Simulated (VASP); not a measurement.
# SrTe (Fm-3m) in VASP: a series of runs

SrTe is run at these levels: PBE; tasks: single point, relaxation of cell and atoms.

Everything below comes from runs of VASP 6.6.1. Logs are shortened: lines on timing, memory, paths and dates and some standing lists are left out, and cuts for length are marked.

### Step 1. The cell of the first run

It takes space group Fm-3m (No. 225, cubic). Conventional cell: a = 6.718 Å, b = 6.718 Å, c = 6.718 Å, α = 90.00°, β = 90.00°, γ = 90.00°. Sr (site symmetry m-3m) has 6 Te at 3.36 Å within 4.4 Å. Te (site symmetry m-3m) has 6 Sr at 3.36 Å within 4.4 Å.

### Step 2. Single point, PBE

File INCAR:

```
PREC = Accurate
ENCUT = 500
EDIFF = 1E-6
ISMEAR = 0
SIGMA = 0.02
LREAL = False
LASPH = True
NELM = 120
ALGO = Normal
ISIF = 2
LWAVE = False
LCHARG = False
GGA = PE
NBANDS = 15
GGA_COMPAT = False
```

File KPOINTS:

```
regular mesh
0
Gamma
  8 8 8
```

File POSCAR:

```
SrTe
1.0
    0.0000000000      3.3592193380      3.3592193380
    3.3592193380      0.0000000000      3.3592193380
    3.3592193380      3.3592193380      0.0000000000
Sr Te
1 1
Direct
    0.0000000000      0.0000000000      0.0000000000
    0.5000000000      0.5000000000      0.5000000000
```

Potentials or basis: VASP PAW PBE potentials, release 64 (Sr_sv, Te).

Launch:

```console
$ cat potpaw_PBE.64/Sr_sv/POTCAR potpaw_PBE.64/Te/POTCAR > POTCAR
$ mpirun -np 1 vasp_std > vasp.out
```

OUTCAR:

```text
PREC = Accurate
   ENCUT = 500
   EDIFF = 1E-6
   ISMEAR = 0
   LREAL = False
   LASPH = True
   NELM = 120
   ISIF = 2
   GGA = PE

 ion  position               nearest neighbor table
   1  0.000  0.000  0.000-   2 3.36   2 3.36   2 3.36   2 3.36   2 3.36   2 3.36
   2  0.500  0.500  0.500-   1 3.36   1 3.36   1 3.36   1 3.36   1 3.36   1 3.36

  LATTYP: Found a face centered cubic cell.
 ALAT       =     6.7184386760

  Lattice vectors:

 A1 = (   0.0000000000,   3.3592193380,   3.3592193380)
 A2 = (   3.3592193380,   0.0000000000,   3.3592193380)
 A3 = (   3.3592193380,   3.3592193380,   0.0000000000)

Analysis of symmetry for initial positions (statically):
=====================================================================
 Subroutine PRICEL returns:
 Original cell was already a primitive cell.

 Routine SETGRP: Setting up the symmetry group for a
 face centered cubic supercell.

 Subroutine GETGRP returns: Found 48 space group operations
 (whereof 48 operations were pure point group operations)
 out of a pool of 48 trial point group operations.

The static configuration has the point symmetry O_h .

Analysis of symmetry for dynamics (positions and initial velocities):
=====================================================================
 Subroutine PRICEL returns:
 Original cell was already a primitive cell.

 Routine SETGRP: Setting up the symmetry group for a
 face centered cubic supercell.

 Subroutine GETGRP returns: Found 48 space group operations
 (whereof 48 operations were pure point group operations)
 out of a pool of 48 trial point group operations.

The dynamic configuration has the point symmetry O_h .

 Subroutine INISYM returns: Found 48 space group operations
 (whereof 48 operations are pure point group operations),
 and found     1 'primitive' translations

----------------------------------------------------------------------------------------

                                     Primitive cell

  volume of cell :      75.8132

  direct lattice vectors                    reciprocal lattice vectors
     0.000000000  3.359219338  3.359219338    -0.148844106  0.148844106  0.148844106
     3.359219338  0.000000000  3.359219338     0.148844106 -0.148844106  0.148844106
     3.359219338  3.359219338  0.000000000     0.148844106  0.148844106 -0.148844106

  length of vectors
     4.750653547  4.750653547  4.750653547     0.257805554  0.257805554  0.257805554

  position of ions in fractional coordinates (direct lattice)
     0.000000000  0.000000000  0.000000000
     0.500000000  0.500000000  0.500000000

  ion indices of the primitive-cell ions
   primitive index   ion index
                 1           1
                 2           2

----------------------------------------------------------------------------------------

 KPOINTS: regular mesh

Automatic generation of k-mesh.
 Grid dimensions read from file:
 generate k-points for:    8    8    8

 Generating k-lattice:

  Cartesian coordinates                     Fractional coordinates (reciprocal lattice)
    -0.018605513  0.018605513  0.018605513     0.125000000  0.000000000  0.000000000
     0.018605513 -0.018605513  0.018605513     0.000000000  0.125000000  0.000000000
     0.018605513  0.018605513 -0.018605513     0.000000000  0.000000000  0.125000000

  Length of vectors
     0.032225694  0.032225694  0.032225694

  Shift w.r.t. Gamma in fractional coordinates (k-lattice)
     0.000000000  0.000000000  0.000000000

 Subroutine IBZKPT returns following result:
 ===========================================

 Found     29 irreducible k-points:

 Following reciprocal coordinates:
            Coordinates               Weight
  0.000000  0.000000  0.000000      1.000000
  0.125000  0.000000  0.000000      8.000000
  0.250000  0.000000  0.000000      8.000000
  0.375000  0.000000  0.000000      8.000000
  0.500000  0.000000  0.000000      4.000000
  0.125000  0.125000  0.000000      6.000000
[... 16 lines left out ...]
  0.500000  0.250000  0.125000     48.000000
 -0.375000  0.250000  0.125000     24.000000
 [... further k-points ...]
   k-points           NKPTS =     29   k-points in BZ     NKDIM =     29   number of bands    NBANDS=     15
   number of dos      NEDOS =    301   number of ions     NIONS =      2
   total plane-waves  NPLWV =  46656
   dimension x,y,z NGX =    36 NGY =   36 NGZ =   36
   dimension x,y,z NGXF=    72 NGYF=   72 NGZF=   72
   ions per type =               1   1
   NGX,Y,Z   is equivalent  to a cutoff of  12.60, 12.60, 12.60 a.u.
   NGXF,Y,Z  is equivalent  to a cutoff of  25.20, 25.20, 25.20 a.u.
 SYSTEM =  unknown system
   PREC   = accura    normal or accurate (medium, high low for compatibility)
   ISTART =      0    job   : 0-new  1-cont  2-samecut
   ICHARG =      2    charge: 1-file 2-atom 10-const
   ISPIN  =      1    spin polarized calculation?
   LNONCOLLINEAR =      F non collinear calculations
   LSORBIT =      F    spin-orbit coupling
   LASPH  =      T    aspherical Exc in radial PAW
   ENCUT  =  500.0 eV  36.75 Ry    6.06 a.u.   8.66  8.66  8.66*2*pi/ulx,y,z
   NELM   =    120;   NELMIN=  2; NELMDL= -5     # of ELM steps
   EDIFF  = 0.1E-05   stopping-criterion for ELM
   LREAL  =      F    real-space projection
   EDIFFG = 0.1E-04   stopping-criterion for IOM
   NSW    =      0    number of steps for IOM
   IBRION =     -1    ionic relax: 0-MD 1-quasi-New 2-CG
   NFREE  =      0    steps in history (QN), initial steepest desc. (CG)
   ISIF   =      2    stress and relaxation
   ISYM   =      2    0-nonsym 1-usesym 2-fastsym
   POTIM  = 0.5000    time-step for ionic-motion
   TEBEG  =    0.0;   TEEND  =   0.0 temperature during run
   PSTRESS=    0.0 pullay stress
   NELECT =      16.0000    total number of electrons
   NUPDOWN=      -1.0000    fix difference up-down
   EMIN   =  10.00;   EMAX   =-10.00  energy-range for DOS
   EFERMI =   0.00;   METHOD = LEGACY
   ISMEAR =     0;   SIGMA  =   0.02  broadening in eV -4-tet -1-fermi 0-gaus
   EFERMI_NEDOS =   21; number of points for ismear=-14 and -15
   IALGO  =     38    algorithm
   IMIX   =      4    mixing-type and parameters
     AMIX     =   0.40;   BMIX     =  1.00
     AMIX_MAG =   1.60;   BMIX_MAG =  1.00
  volume/ion in A,a.u.               =      37.91       255.81
  Fermi-wavevector in a.u.,A,eV,Ry     =   0.974690  1.841897 12.925812  0.950020
  Thomas-Fermi vector in A             =   2.105170
   LORBIT       =      0    0 simple, 1 ext, 2 COOP (PROOUT), +10 PAW based schemes
   GGA     = PE    functional components
   LHFCALC =     F    Hartree Fock is set to
   AEXX    =    0.0000 exact exchange contribution
   IVDW    =     0    specifies the selected vdW correction
   LEPSILON=     F    determine dielectric tensor
   LRPA    =     F    only Hartree local field effects (RPA)
 non-spin polarized calculation
 Gauss-broadening in eV      SIGMA  =   0.02
  energy-cutoff  :      500.00
  volume of cell :       75.81
 maximum number of plane-waves:      1964
   NGX = 17   NGY = 17   NGZ = 17

 number of electron      16.0000000 magnetization

 Free energy of the ion-electron system (eV)
  ---------------------------------------------------
  ext. energy  EPLUGINS =         0.00000000
  ---------------------------------------------------
  free energy    TOTEN  =        -8.26869669 eV

  energy without entropy =       -8.26869669  energy(sigma->0) =       -8.26869669

 E-fermi :   2.7582     XC(G=0):  -8.4132

 val. band max:        2.6690049732   @ k =   0.0000   0.0000   0.0000
 cond. band min:       4.4290710547   @ k =   0.5000   0.5000   0.0000
 fundamental gap:      1.7600660815
 Fermi energy:         2.7581954793

 k-point     1 :       0.0000    0.0000    0.0000
  band No.  band energies     occupation
      1     -32.0789      2.00000
      2     -14.0637      2.00000
      3     -14.0637      2.00000
      4     -14.0637      2.00000
      5      -7.2309      2.00000
      6       2.6690      2.00000
      7       2.6690      2.00000
      8       2.6690      2.00000
      9       5.4087      0.00000
     10       5.9623      0.00000
     11       5.9623      0.00000
     12       5.9623      0.00000
     13       6.5821      0.00000
     14       6.5821      0.00000
     15      10.1649      0.00000

 k-point     2 :       0.1250    0.0000    0.0000
  band No.  band energies     occupation
      1     -32.0784      2.00000
      2     -14.0806      2.00000
      3     -14.0645      2.00000
      4     -14.0645      2.00000
      5      -7.1515      2.00000
      6       2.0146      2.00000
      7       2.4556      2.00000
      8       2.4556      2.00000
      9       5.7690      0.00000
     10       6.1649      0.00000
     11       6.1649      0.00000
     12       6.3763      0.00000
     13       6.9789      0.00000
     14       6.9789      0.00000
     15      10.6622      0.00000

 k-point     3 :       0.2500    0.0000    0.0000
  band No.  band energies     occupation
      1     -32.0771      2.00000
      2     -14.1206      2.00000
      3     -14.0664      2.00000
      4     -14.0664      2.00000
      5      -6.9508      2.00000
      6       0.9779      2.00000
      7       2.0478      2.00000
      8       2.0478      2.00000
      9       5.8869      0.00000
     10       6.6785      0.00000
     11       6.6785      0.00000
     12       7.7068      0.00000
     13       7.9752      0.00000
     14       7.9752      0.00000
     15      10.8798      0.00000
[... 343 lines left out ...]
 k-point    23 :       0.5000    0.2500    0.1250
  band No.  band energies     occupation
      1     -32.0750      2.00000
      2     -14.1450      2.00000
      3     -14.0920      2.00000
      4     -14.0749      2.00000
      5      -6.7309      2.00000
      6       0.4268      2.00000
      7       1.5121      2.00000
      8       1.6870      2.00000
      9       6.0720      0.00000
     10       7.4038      0.00000
     11       7.6961      0.00000
     12       8.0568      0.00000
     13       8.2780      0.00000
     14       9.4323      0.00000
     15      10.3737      0.00000

 k-point    24 :      -0.3750    0.2500    0.1250
  band No.  band energies     occupation
      1     -32.0746      2.00000
      2     -14.1535      2.00000
      3     -14.0932      2.00000
      4     -14.0780      2.00000
      5      -6.6756      2.00000
      6       0.3227      2.00000
      7       1.3525      2.00000
      8       1.6064      2.00000
      9       6.6331      0.00000
     10       6.8686      0.00000
     11       8.1374      0.00000
     12       8.3130      0.00000
     13       8.5259      0.00000
     14       9.2939      0.00000
     15      10.7365      0.00000

 [... further k-points ...]

------------------------ aborting loop because EDIFF is reached ----------------------------------------

  FORCE on cell =-STRESS in cart. coord.  units (eV):
  Direction    XX          YY          ZZ          XY          YZ          ZX
  --------------------------------------------------------------------------------------
  -------------------------------------------------------------------------------------
  Total        0.0392743      0.0392743      0.0392743      0.0000000      0.0000000     -0.0000000
  in kB        0.8299917      0.8299917      0.8299917      0.0000000      0.0000000     -0.0000000
  external PRESSURE =       0.8299917 kB  Pullay stress =       0.0000000 kB

 VOLUME and BASIS-vectors are now :
 -----------------------------------------------------------------------------
  energy-cutoff  :      500.00
  volume of cell :       75.81
      direct lattice vectors                 reciprocal lattice vectors
     0.000000000  3.359219338  3.359219338    -0.148844106  0.148844106  0.148844106
     3.359219338  0.000000000  3.359219338     0.148844106 -0.148844106  0.148844106
     3.359219338  3.359219338  0.000000000     0.148844106  0.148844106 -0.148844106

 POSITION                                       TOTAL-FORCE (eV/Angst)
 -----------------------------------------------------------------------------------
      0.00000      0.00000      0.00000         0.000000      0.000000     -0.000000
      3.35922      3.35922      3.35922         0.000000      0.000000      0.000000
 -----------------------------------------------------------------------------------
    total drift:                                0.000000      0.000000      0.000000

  FREE ENERGIE OF THE ION-ELECTRON SYSTEM (eV)
  ---------------------------------------------------
  free  energy   TOTEN  =        -8.2686966894 eV

  energy  without entropy=       -8.2686966894  energy(sigma->0) =       -8.26869669
```

It took 15 s on 1 thread of Intel Xeon 6975P-C (Granite Rapids), shared host; peak memory 0.21 GiB.

Results:

```
Free energy            : -8.2687 eV
Pressure               : 0.1 GPa
Band gap on the k mesh : 1.76 eV (least direct gap 2.48 eV)
```

Levels at points of the mesh, in eV from the valence-band top:
| k point | band 5 | band 6 | band 7 | band 8 | band 9 | band 10 | band 11 | band 12 |
| --- | --- | --- | --- | --- | --- | --- | --- | --- |
| (0.00, 0.00, 0.00) | -9.90 | 0.00 | 0.00 | 0.00 | 2.74 | 3.29 | 3.29 | 3.29 |
| (0.50, 0.00, 0.00) | -9.31 | -2.75 | -1.06 | -1.06 | 3.85 | 5.11 | 5.30 | 5.30 |
| (0.50, 0.50, 0.00) | -9.47 | -1.93 | -0.72 | -0.72 | 1.76 | 3.82 | 4.79 | 5.99 |

Caveat: spin-orbit coupling is left out, which moves the levels of the heavy elements. As with any semilocal functional, this PBE gap is likely too small.

### Step 3. Single point, PBE

File INCAR:

```
SYSTEM = SrTe
ALGO = Normal
EDIFF = 1E-6
ENCUT = 500
GGA = PE
GGA_COMPAT = .False.
ISIF = 2
ISMEAR = 0
LASPH = .True.
LCHARG = .True.
LELF = .True.
LREAL = .False.
LVHAR = .True.
LWAVE = .False.
NBANDS = 15
NELM = 120
PREC = Accurate
SIGMA = 0.02
```

File KPOINTS:

```
k-points
0
Gamma
  8 8 8
  0 0 0
```

POSCAR is that of step 2.

Potentials or basis: VASP PAW PBE potentials, release 64 (Sr_sv, Te).

Launch:

```console
$ cat potpaw_PBE.64/Sr_sv/POTCAR potpaw_PBE.64/Te/POTCAR > POTCAR
$ mpirun -np 1 vasp_std > vasp.out
```

OUTCAR:

```text
SYSTEM = SrTe
   EDIFF = 1E-6
   ENCUT = 500
   GGA = PE
   ISIF = 2
   ISMEAR = 0
   LASPH = .True.
   LREAL = .False.
   NELM = 120
   PREC = Accurate

 ion  position               nearest neighbor table
   1  0.000  0.000  0.000-   2 3.36   2 3.36   2 3.36   2 3.36   2 3.36   2 3.36
   2  0.500  0.500  0.500-   1 3.36   1 3.36   1 3.36   1 3.36   1 3.36   1 3.36

  LATTYP: Found a face centered cubic cell.
 ALAT       =     6.7184386760

  Lattice vectors:

[... 620 lines left out ...]

  FORCE on cell =-STRESS in cart. coord.  units (eV):
  Direction    XX          YY          ZZ          XY          YZ          ZX
  --------------------------------------------------------------------------------------
  -------------------------------------------------------------------------------------
  Total        0.0392743      0.0392743      0.0392743      0.0000000      0.0000000     -0.0000000
  in kB        0.8299917      0.8299917      0.8299917      0.0000000      0.0000000     -0.0000000
  external PRESSURE =       0.8299917 kB  Pullay stress =       0.0000000 kB

 VOLUME and BASIS-vectors are now :
 -----------------------------------------------------------------------------
  energy-cutoff  :      500.00
  volume of cell :       75.81
      direct lattice vectors                 reciprocal lattice vectors
     0.000000000  3.359219338  3.359219338    -0.148844106  0.148844106  0.148844106
     3.359219338  0.000000000  3.359219338     0.148844106 -0.148844106  0.148844106
     3.359219338  3.359219338  0.000000000     0.148844106  0.148844106 -0.148844106

 POSITION                                       TOTAL-FORCE (eV/Angst)
 -----------------------------------------------------------------------------------
      0.00000      0.00000      0.00000         0.000000      0.000000     -0.000000
      3.35922      3.35922      3.35922         0.000000      0.000000      0.000000
 -----------------------------------------------------------------------------------
    total drift:                                0.000000      0.000000      0.000000

  FREE ENERGIE OF THE ION-ELECTRON SYSTEM (eV)
  ---------------------------------------------------
  free  energy   TOTEN  =        -8.2686966894 eV

  energy  without entropy=       -8.2686966894  energy(sigma->0) =       -8.26869669
```

stdout:

```text
POSCAR found type information on POSCAR SrTe
 POSCAR found :  2 types and       2 ions
 scaLAPACK will be used
 LDA part: xc-table for (Slater+PW92), standard interpolation
 POSCAR, INCAR and KPOINTS ok, starting setup
 FFT: planning ... GRIDC
 FFT: planning ... GRID_SOFT
 FFT: planning ... GRID
 WAVECAR not read
 entering main loop
```

Wall time 15 s (1 thread of Intel Xeon 6975P-C (Granite Rapids), shared host); peak memory 0.21 GiB.

Results:

```yaml
Free_energy: -8.2687 eV
Pressure: 0.1 GPa
Band_gap_on_the_k_mesh: 1.76 eV (least direct gap 2.48 eV)
```

Levels at points of the mesh, in eV from the valence-band top:
```tsv
k point	band 4	band 5	band 6	band 7	band 8	band 9	band 10	band 11	band 12	band 13
(0.00, 0.00, 0.00)	-16.73	-9.90	0.00	0.00	0.00	2.74	3.29	3.29	3.29	3.91
(0.50, 0.00, 0.00)	-16.74	-9.31	-2.75	-1.06	-1.06	3.85	5.11	5.30	5.30	6.62
(0.50, 0.50, 0.00)	-16.76	-9.47	-1.93	-0.72	-0.72	1.76	3.82	4.79	5.99	6.08
```

Caveat: spin-orbit coupling is left out, which moves the levels of the heavy elements.

### Step 4. Relaxation of cell and atoms, PBE

This run uses another cell than the first one, of 34.37 Å³/atom.

File INCAR:

```
ALGO = Normal
EDIFF = 1E-7
EDIFFG = -0.005
ENCUT = 500
GGA = PE
GGA_COMPAT = F
IBRION = 2
ISIF = 3
ISMEAR = 0
LASPH = T
LCHARG = F
LREAL = F
LWAVE = F
NELM = 120
NELMIN = 4
NSW = 100
PREC = Accurate
SIGMA = 0.02
```

File KPOINTS:

```
k-points
0
Gamma
  8 8 8
```

File POSCAR:

```
SrTe
1.0
    0.0000000000      3.2511941626      3.2511941626
    3.2511941626      0.0000000000      3.2511941626
    3.2511941626      3.2511941626      0.0000000000
Sr Te
1 1
Direct
    0.0000000000      0.0000000000      0.0000000000
    0.5000000000      0.5000000000      0.5000000000
```

Launch:

```console
$ cat potpaw_PBE.64/Sr_sv/POTCAR potpaw_PBE.64/Te/POTCAR > POTCAR
$ mpirun -np 1 vasp_std > vasp.out
```

Wall time 42 s (1 thread of Intel Xeon 6975P-C (Granite Rapids), shared host); peak memory 0.22 GiB.

It converged, with:

* Free energy: -8.2679 eV
* Relaxed volume: 37.98 Å³/atom
* Relaxed cell: a = 4.754 Å, b = 4.754 Å, c = 4.754 Å, α = 60.00°, β = 60.00°, γ = 60.00°
* Space group after relaxing (to 0.1 Å): Fm-3m (No. 225)
* Energy gained by relaxing: 41.8 meV/atom
* Ionic steps: 3
* Pressure after relaxing: 0.0 GPa
* Band gap on the k mesh: 1.76 eV (least direct gap 2.49 eV)

Step by step:
| step | energy change (eV) | largest force (eV/Å) | pressure (GPa) | volume (Å³) |
| --- | --- | --- | --- | --- |
| 1 | 0.0000 | 0.0000 | 4.03 | 68.73 |
| 2 | -0.0799 | 0.0000 | -0.68 | 77.69 |
| 3 | -0.0836 | 0.0000 | 0.02 | 75.96 |

Final structure:
```xyz
2
Lattice="0.0000 3.3613 3.3613 3.3613 0.0000 3.3613 3.3613 3.3613 0.0000" Properties=species:S:1:pos:R:3 pbc="T T T"
Sr    0.0000    0.0000    0.0000
Te    3.3613    3.3613    3.3613
```

Levels at points of the mesh, in eV from the valence-band top:
| k point | band 4 | band 5 | band 6 | band 7 | band 8 | band 9 | band 10 | band 11 | band 12 |
| --- | --- | --- | --- | --- | --- | --- | --- | --- | --- |
| (0.00, 0.00, 0.00) | -16.74 | -9.89 | 0.00 | 0.00 | 0.00 | 2.73 | 3.30 | 3.30 | 3.30 |
| (0.50, 0.00, 0.00) | -16.74 | -9.31 | -2.75 | -1.06 | -1.06 | 3.85 | 5.11 | 5.29 | 5.29 |
| (0.50, 0.50, 0.00) | -16.77 | -9.47 | -1.93 | -0.72 | -0.72 | 1.76 | 3.81 | 4.79 | 5.98 |

Caveat: spin-orbit coupling is left out, which moves the levels of the heavy elements. A k mesh can miss the band edges.
